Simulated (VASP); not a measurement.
Here is a VASP 6.6.1 calculation.

The input INCAR:

```
PREC     = Accurate       # precision mode
ENCUT    = 520            # plane-wave cutoff, eV
EDIFF    = 1E-7           # SCF threshold, eV
ISMEAR   = -1             # smearing method
SIGMA    = 0.02           # smearing width, eV
LREAL    = F              # projectors in reciprocal space
LASPH    = T              # aspherical terms in the spheres
NELM     = 100            # most SCF steps
ALGO     = Normal         # electronic algorithm
ISIF     = 2              # what is computed and relaxed
LWAVE    = F              # write WAVECAR
LCHARG   = T              # write CHGCAR
GGA      = PS             # functional
LELF     = T              # ELF
LVHAR    = T            
NBANDS   = 60             # bands
```

The input KPOINTS:

```
regular mesh
0
Gamma
  8 8 8
```

Contents of POSCAR:

```
TiO2
1.0
   -5.0844143705      5.0844143705      1.4727868954
    5.0844143705     -5.0844143705      1.4727868954
    5.0844143705      5.0844143705     -1.4727868954
Ti O
4 8
Direct
    0.3571704154      0.1741898404      0.5313602559
    0.8258101596      0.3571704154      0.1829805750
    0.1741898404      0.6428295846      0.8170194250
    0.6428295846      0.8258101596      0.4686397441
    0.1638748924      0.4585259251      0.6224008176
    0.5414740749      0.1638748924      0.7053489673
    0.4585259251      0.8361251076      0.2946510327
    0.8361251076      0.5414740749      0.3775991824
    0.8437742714      0.7914499819      0.6352242534
    0.2085500181      0.8437742714      0.0523242895
    0.1562257286      0.2085500181      0.3647757466
    0.7914499819      0.1562257286      0.9476757105
```

Potentials or basis: VASP PAW PBE potentials, release 64 (Ti_sv, O).

Command:

```sh
$ cat potpaw_PBE.64/Ti_sv/POTCAR potpaw_PBE.64/O/POTCAR > POTCAR
$ mpirun -np 1 vasp_std > vasp.out
```

(1) Estimate the largest force.

(2) Predict the pressure.

Answers

(1) 0.070 eV/Å.

(2) 0.6 GPa.

Caveat: the PAW data sets were made with another functional, which shifts forces and pressure a little.
